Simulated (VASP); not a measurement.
Wanted: the native input for a VASP 6.6.1 run.

| Property | Result |
| --- | --- |
| Task | single point |
| Functional | PBE |
| Potentials or basis | VASP PAW PBE potentials, release 64 (Cl) |
| Cutoff | 520 eV |
| k mesh | 7 × 7 × 7 |
| Occupations | fermi-dirac, width 0.02 eV |
| Spin | no spin polarisation |
| Dipole correction | no |
| Further INCAR settings | ALGO = Normal; EDIFF = 1e-07; NBANDS = 14 |

The structure of Cl lies in POSCAR:

```
Cl
1.0
    0.0000000000      3.2448984413      3.2448984413
    3.2448984413      0.0000000000      3.2448984413
    3.2448984413      3.2448984413      0.0000000000
Cl
2
Direct
    0.0000000000      0.0000000000      0.0000000000
    0.2500000000      0.2500000000      0.2500000000
```

One way to write it, as run:

INCAR

```
SYSTEM = Cl
PREC = Accurate
ENCUT = 520
EDIFF = 1E-7
ISMEAR = -1
SIGMA = 0.02
LREAL = .FALSE.
LASPH = .TRUE.
NELM = 60
ALGO = Normal
ISIF = 2
LWAVE = .FALSE.
LCHARG = .FALSE.
GGA = PE
NBANDS = 14
```

KPOINTS

```
regular mesh
0
G
  7 7 7
  0 0 0
```

Potentials or basis: VASP PAW PBE potentials, release 64 (Cl).

Run with:

```sh
$ cat potpaw_PBE.64/Cl/POTCAR > POTCAR
$ mpirun -np 1 vasp_std > vasp.out
```

Results of the run:

The pressure is -0.4 GPa and the band gap on the k mesh is zero (band 7 reaches -1.15 eV, above the bottom of band 8 at -2.24 eV).

It took 11 s on 1 thread of Intel(R) Xeon(R) Platinum 8488C (Sapphire Rapids), on a shared host, peak memory 0.19 GiB.
